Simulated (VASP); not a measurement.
# CuO (F-43m) in VASP: further runs

CuO is run at these levels: BLYP, r2SCAN+D3(BJ); tasks: single point.

Everything below comes from runs of VASP 6.6.1. Logs are shortened: lines on timing, memory, paths and dates and some standing lists are left out, and cuts for length are marked.

## 1. The cell of the first run

Symmetry: F-43m, No. 216, cubic system. The conventional cell has a = 4.746 Å, b = 4.746 Å, c = 4.746 Å, α = 90.00°, β = 90.00°, γ = 90.00°. Cu (site symmetry -43m) has 4 O at 2.05 Å within 2.7 Å. O (site symmetry -43m) has 4 Cu at 2.05 Å within 2.7 Å.

## 2. Single point, BLYP

INCAR reads:

```
PREC = Accurate
ENCUT = 520
EDIFF = 1E-7
ISMEAR = -1
SIGMA = 0.05
LREAL = F
LASPH = T
NELM = 60
ALGO = Normal
ISIF = 2
LWAVE = F
LCHARG = T
GGA = B5
ALDAX = 1.0
AGGAX = 1.0
AGGAC = 1.0
ALDAC = 0.0
LELF = T
LVHAR = T
NBANDS = 16
```

KPOINTS reads:

```
regular mesh
0
Gamma
  10 10 10
```

POSCAR reads:

```
CuO
1.0
    0.0000000000      2.3728967245      2.3728967245
    2.3728967245      0.0000000000      2.3728967245
    2.3728967245      2.3728967245      0.0000000000
Cu O
1 1
Direct
    0.0000000000      0.0000000000      0.0000000000
    0.2500000000      0.2500000000      0.2500000000
```

Potentials or basis: VASP PAW PBE potentials, release 64 (Cu, O).

Started as:

```console
$ cat potpaw_PBE.64/Cu/POTCAR potpaw_PBE.64/O/POTCAR > POTCAR
$ mpirun -np 1 vasp_std > vasp.out
```

OUTCAR:

```text
PREC = Accurate
   ENCUT = 520
   EDIFF = 1E-7
   ISMEAR = -1
   LREAL = F
   LASPH = T
   NELM = 60
   ISIF = 2
   GGA = B5

 ion  position               nearest neighbor table
   1  0.000  0.000  0.000-   2 2.05   2 2.05   2 2.05   2 2.05
   2  0.250  0.250  0.250-   1 2.05   1 2.05   1 2.05   1 2.05

  LATTYP: Found a face centered cubic cell.
 ALAT       =     4.7457934490

  Lattice vectors:

 A1 = (   0.0000000000,   2.3728967245,   2.3728967245)
 A2 = (   2.3728967245,   0.0000000000,   2.3728967245)
 A3 = (   2.3728967245,   2.3728967245,   0.0000000000)

Analysis of symmetry for initial positions (statically):
=====================================================================
 Subroutine PRICEL returns:
 Original cell was already a primitive cell.

 Routine SETGRP: Setting up the symmetry group for a
 face centered cubic supercell.

 Subroutine GETGRP returns: Found 24 space group operations
 (whereof 24 operations were pure point group operations)
 out of a pool of 48 trial point group operations.

The static configuration has the point symmetry T_d .

Analysis of symmetry for dynamics (positions and initial velocities):
=====================================================================
 Subroutine PRICEL returns:
 Original cell was already a primitive cell.

 Routine SETGRP: Setting up the symmetry group for a
 face centered cubic supercell.

 Subroutine GETGRP returns: Found 24 space group operations
 (whereof 24 operations were pure point group operations)
 out of a pool of 48 trial point group operations.

The dynamic configuration has the point symmetry T_d .

 Subroutine INISYM returns: Found 24 space group operations
 (whereof 24 operations are pure point group operations),
 and found     1 'primitive' translations

----------------------------------------------------------------------------------------

                                     Primitive cell

  volume of cell :      26.7218

  direct lattice vectors                    reciprocal lattice vectors
     0.000000000  2.372896724  2.372896724    -0.210712921  0.210712921  0.210712921
     2.372896724  0.000000000  2.372896724     0.210712921 -0.210712921  0.210712921
     2.372896724  2.372896724  0.000000000     0.210712921  0.210712921 -0.210712921

  length of vectors
     3.355782730  3.355782730  3.355782730     0.364965485  0.364965485  0.364965485

  position of ions in fractional coordinates (direct lattice)
     0.000000000  0.000000000  0.000000000
     0.250000000  0.250000000  0.250000000

  ion indices of the primitive-cell ions
   primitive index   ion index
                 1           1
                 2           2

----------------------------------------------------------------------------------------

 KPOINTS: regular mesh

Automatic generation of k-mesh.
 Grid dimensions read from file:
 generate k-points for:   10   10   10

 Generating k-lattice:

  Cartesian coordinates                     Fractional coordinates (reciprocal lattice)
    -0.021071292  0.021071292  0.021071292     0.100000000  0.000000000  0.000000000
     0.021071292 -0.021071292  0.021071292     0.000000000  0.100000000  0.000000000
     0.021071292  0.021071292 -0.021071292     0.000000000  0.000000000  0.100000000

  Length of vectors
     0.036496548  0.036496548  0.036496548

  Shift w.r.t. Gamma in fractional coordinates (k-lattice)
     0.000000000  0.000000000  0.000000000

 Subroutine IBZKPT returns following result:
 ===========================================

 Found     47 irreducible k-points:

 Following reciprocal coordinates:
            Coordinates               Weight
  0.000000  0.000000  0.000000      1.000000
  0.100000  0.000000  0.000000      8.000000
  0.200000  0.000000  0.000000      8.000000
  0.300000  0.000000  0.000000      8.000000
  0.400000  0.000000  0.000000      8.000000
  0.500000  0.000000  0.000000      4.000000
[... 16 lines left out ...]
  0.300000  0.300000  0.000000      6.000000
  0.400000  0.300000  0.000000     24.000000
 [... further k-points ...]
   k-points           NKPTS =     47   k-points in BZ     NKDIM =     47   number of bands    NBANDS=     16
   number of dos      NEDOS =    301   number of ions     NIONS =      2
   total plane-waves  NPLWV =  21952
   dimension x,y,z NGX =    28 NGY =   28 NGZ =   28
   dimension x,y,z NGXF=    56 NGYF=   56 NGZF=   56
   ions per type =               1   1
   NGX,Y,Z   is equivalent  to a cutoff of  13.87, 13.87, 13.87 a.u.
   NGXF,Y,Z  is equivalent  to a cutoff of  27.74, 27.74, 27.74 a.u.
 SYSTEM =  unknown system
   PREC   = accura    normal or accurate (medium, high low for compatibility)
   ISTART =      0    job   : 0-new  1-cont  2-samecut
   ICHARG =      2    charge: 1-file 2-atom 10-const
   ISPIN  =      1    spin polarized calculation?
   LNONCOLLINEAR =      F non collinear calculations
   LSORBIT =      F    spin-orbit coupling
   LASPH  =      T    aspherical Exc in radial PAW
   ENCUT  =  520.0 eV  38.22 Ry    6.18 a.u.   6.24  6.24  6.24*2*pi/ulx,y,z
   NELM   =     60;   NELMIN=  2; NELMDL= -5     # of ELM steps
   EDIFF  = 0.1E-06   stopping-criterion for ELM
   LREAL  =      F    real-space projection
   EDIFFG = 0.1E-05   stopping-criterion for IOM
   NSW    =      0    number of steps for IOM
   IBRION =     -1    ionic relax: 0-MD 1-quasi-New 2-CG
   NFREE  =      0    steps in history (QN), initial steepest desc. (CG)
   ISIF   =      2    stress and relaxation
   ISYM   =      2    0-nonsym 1-usesym 2-fastsym
   POTIM  = 0.5000    time-step for ionic-motion
   TEBEG  =    0.0;   TEEND  =   0.0 temperature during run
   PSTRESS=    0.0 pullay stress
   NELECT =      17.0000    total number of electrons
   NUPDOWN=      -1.0000    fix difference up-down
   EMIN   =  10.00;   EMAX   =-10.00  energy-range for DOS
   EFERMI =   0.00;   METHOD = LEGACY
   ISMEAR =    -1;   SIGMA  =   0.05  broadening in eV -4-tet -1-fermi 0-gaus
   EFERMI_NEDOS =   21; number of points for ismear=-14 and -15
   IALGO  =     38    algorithm
   IMIX   =      4    mixing-type and parameters
     AMIX     =   0.40;   BMIX     =  1.00
     AMIX_MAG =   1.60;   BMIX_MAG =  1.00
  volume/ion in A,a.u.               =      13.36        90.16
  Fermi-wavevector in a.u.,A,eV,Ry     =   1.407999  2.660732 26.973016  1.982461
  Thomas-Fermi vector in A             =   2.530201
   LORBIT       =      0    0 simple, 1 ext, 2 COOP (PROOUT), +10 PAW based schemes
   GGA     = B5    functional components
   LHFCALC =     F    Hartree Fock is set to
   AEXX    =    0.0000 exact exchange contribution
   IVDW    =     0    specifies the selected vdW correction
   LEPSILON=     F    determine dielectric tensor
   LRPA    =     F    only Hartree local field effects (RPA)
 non-spin polarized calculation
  energy-cutoff  :      520.00
  volume of cell :       26.72
 maximum number of plane-waves:       728
 NGX is ok and might be reduce to    28
   NGX = 13   NGY = 13   NGZ = 13

 number of electron      17.0000009 magnetization

 Free energy of the ion-electron system (eV)
  ---------------------------------------------------
  ext. energy  EPLUGINS =         0.00000000
  ---------------------------------------------------
  free energy    TOTEN  =        -8.80229887 eV

  energy without entropy =       -8.77748305  energy(sigma->0) =       -8.78989096

 E-fermi :   2.7341     XC(G=0):  -9.8150

 val. band max:        2.7288839316   @ k =   0.3000   0.2000   0.1000
 cond. band min:       2.7343984865   @ k =   0.5000   0.0000   0.0000
 fundamental gap:      0.0055145549
 Fermi energy:         2.7340511654

 k-point     1 :       0.0000    0.0000    0.0000
  band No.  band energies     occupation
      1     -15.0226      2.00000
      2      -1.2671      2.00000
      3      -1.2671      2.00000
      4      -1.2671      2.00000
      5       0.9972      2.00000
      6       0.9972      2.00000
[... 8 lines left out ...]
     15      22.9208      0.00000
     16      22.9209      0.00000

 k-point     2 :       0.1000    0.0000    0.0000
  band No.  band energies     occupation
      1     -14.9794      2.00000
      2      -1.3955      2.00000
      3      -1.2417      2.00000
      4      -1.2417      2.00000
      5       0.9906      2.00000
      6       0.9906      2.00000
[... 8 lines left out ...]
     15      22.1962      0.00000
     16      22.1962      0.00000

 k-point     3 :       0.2000    0.0000    0.0000
  band No.  band energies     occupation
      1     -14.8647      2.00000
      2      -1.6749      2.00000
      3      -1.1775      2.00000
      4      -1.1775      2.00000
      5       0.9846      2.00000
      6       0.9846      2.00000
[... 8 lines left out ...]
     15      21.6087      0.00000
     16      21.6087      0.00000

 k-point     4 :       0.3000    0.0000    0.0000
  band No.  band energies     occupation
      1     -14.7195      2.00000
      2      -1.9327      2.00000
      3      -1.1045      2.00000
      4      -1.1045      2.00000
      5       1.0063      2.00000
      6       1.0063      2.00000
[... 8 lines left out ...]
     15      21.7956      0.00000
     16      21.7956      0.00000

 k-point     5 :       0.4000    0.0000    0.0000
  band No.  band energies     occupation
      1     -14.5989      2.00000
      2      -2.0828      2.00000
      3      -1.0523      2.00000
      4      -1.0523      2.00000
      5       1.0566      2.00000
      6       1.0566      2.00000
[... 8 lines left out ...]
     15      22.4836      0.00000
     16      22.4836      0.00000

 k-point     6 :       0.5000    0.0000    0.0000
  band No.  band energies     occupation
      1     -14.5521      2.00000
      2      -2.1269      2.00000
      3      -1.0343      2.00000
      4      -1.0343      2.00000
      5       1.0864      2.00000
      6       1.0864      2.00000
[... 8 lines left out ...]
     15      22.8997      0.00000
     16      22.8997      0.00000
[... 267 lines left out ...]
 k-point    21 :      -0.3000    0.2000    0.0000
  band No.  band energies     occupation
      1     -14.5591      2.00000
      2      -1.8349      2.00000
      3      -1.2476      2.00000
      4      -0.9823      2.00000
      5       0.9569      2.00000
      6       1.0702      2.00000
[... 8 lines left out ...]
     15      21.5608      0.00000
     16      24.6536      0.00000

 k-point    22 :      -0.2000    0.2000    0.0000
  band No.  band energies     occupation
      1     -14.6715      2.00000
      2      -1.8600      2.00000
      3      -1.1867      2.00000
      4      -1.0583      2.00000
      5       0.9242      2.00000
      6       1.0751      2.00000
[... 8 lines left out ...]
     15      21.2642      0.00000
     16      24.7104      0.00000

 k-point    23 :       0.3000    0.3000    0.0000
  band No.  band energies     occupation
      1     -14.6243      2.00000
      2      -2.0839      2.00000
      3      -0.9359      2.00000
      4      -0.9359      2.00000
      5       0.7943      2.00000
      6       1.1079      2.00000
[... 8 lines left out ...]
     15      24.5132      0.00000
     16      26.2638      0.00000

 k-point    24 :       0.4000    0.3000    0.0000
  band No.  band energies     occupation
      1     -14.5314      2.00000
      2      -2.1256      2.00000
      3      -0.8849      2.00000
      4      -0.8469      2.00000
      5       0.8180      2.00000
      6       1.1286      2.00000
[... 8 lines left out ...]
     15      24.2969      0.00000
     16      26.3251      0.00000

 [... further k-points ...]
[... 5 lines left out ...]
  --------------------------------------------------------------------------------------
  -------------------------------------------------------------------------------------
  Total       -1.6405633     -1.6405633     -1.6405633      0.0000000      0.0000000      0.0000000
  in kB      -98.3641988    -98.3641988    -98.3641988      0.0000000      0.0000000      0.0000000
  external PRESSURE =     -98.3641988 kB  Pullay stress =       0.0000000 kB

 VOLUME and BASIS-vectors are now :
 -----------------------------------------------------------------------------
  energy-cutoff  :      520.00
  volume of cell :       26.72
      direct lattice vectors                 reciprocal lattice vectors
     0.000000000  2.372896724  2.372896724    -0.210712921  0.210712921  0.210712921
     2.372896724  0.000000000  2.372896724     0.210712921 -0.210712921  0.210712921
     2.372896724  2.372896724  0.000000000     0.210712921  0.210712921 -0.210712921

 POSITION                                       TOTAL-FORCE (eV/Angst)
 -----------------------------------------------------------------------------------
      0.00000      0.00000      0.00000        -0.000000     -0.000000     -0.000000
      1.18645      1.18645      1.18645         0.000000      0.000000      0.000000
 -----------------------------------------------------------------------------------
    total drift:                                0.000001      0.000001      0.000001

  FREE ENERGIE OF THE ION-ELECTRON SYSTEM (eV)
  ---------------------------------------------------
  free  energy   TOTEN  =        -8.8022988701 eV

  energy  without entropy=       -8.7774830476  energy(sigma->0) =       -8.78989096
```

Wall time 34 s (1 thread of AMD EPYC 9R45 (Zen 5), shared host); peak memory 0.13 GiB.

What came out:

```
Free energy : -8.8023 eV
Pressure    : -9.8 GPa
```

Caveat: the PAW data sets were made with another functional, which shifts forces and pressure a little; an odd number of electrons without spin polarisation forces a metal; a magnetic or distorted state may lie lower; semilocal functionals often make such compounds metallic where correlation or magnetic order opens a gap, which also shifts bond lengths.

(Continued in part 2 of 2.)
